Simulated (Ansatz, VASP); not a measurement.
## W: VASP beside Ansatz

File INCAR:

```
  PREC = Accurate
  ENCUT = 520
  EDIFF = 1E-7
  ISMEAR = 0
  SIGMA = 0.15
  LREAL = F
  LASPH = T
  NELM = 80
  ALGO = Fast
  ISIF = 2
  LWAVE = F
  LCHARG = F
  NBANDS = 13
```

File KPOINTS:

```
regular mesh
0
Gamma
  20 20 20
```

POSCAR

```
W
1.0
   -1.6935242749      1.5837588126      1.5837588126
    1.5837588126     -1.6935242749      1.5837588126
    1.5837588126      1.5837588126     -1.6935242749
W
1
Direct
    0.0000000000      0.0000000000      0.0000000000
```

Input for Ansatz:

```yaml
crystal:
  lattice:
    - [-1.6935242749, 1.5837588126, 1.5837588126]
    - [1.5837588126, -1.6935242749, 1.5837588126]
    - [1.5837588126, 1.5837588126, -1.6935242749]
  atoms:
    - { symbol: W, position: [0.0, 0.0, 0.0] }
basis:
  ecutwfc: 420
kpoints:
  mp_grid: { grid: [20, 20, 20] }
hamiltonian:
  xc: lda
  pseudopotentials: { kind: paw, azcp: { folder: soft_1 } }
scf:
  occupations: { method: gaussian, width: 0.15 }
output:
  forces: true
  stress: true
  eigenvalues: true
```

Change from the starting cell: equal engineering shear yz, xz and xy -0.0700, equal normal strain along x, y and z +0.0100.

Alike in both runs: task single point; functional LDA; k mesh 20 × 20 × 20; occupations gaussian, width 0.15 eV; no spin polarisation.

|  | VASP | Ansatz |
| --- | --- | --- |
| version | VASP 6.6.1 | Ansatz 0.2.0 |
| potentials or method | VASP PAW LDA potentials, release 64 (W_sv), cutoff 520 eV | scalar-relativistic, plane waves, PAW |
| valence electrons in the cell | 14 | 14 |

Ansatz gave:

```
gap on the k mesh at the Fermi level (eV)                     : none
pressure (GPa)                                                : -5.4
traceless stress, the component that is largest in VASP (GPa) : 12.79
```

Q: Estimate VASP's values.

A: gap on the k mesh at the Fermi level (eV): none; pressure (GPa): -3.6; traceless stress, the component that is largest in VASP (GPa): 13.11.

Ansatz warns that its potentials were made for another functional, while VASP's fit it. LDA's correlation is that of Perdew and Zunger in VASP and of Perdew and Wang (1992) in Ansatz. A gap of «none» marks a metal or a gap that the smearing closes.

Spin-orbit coupling is off throughout.
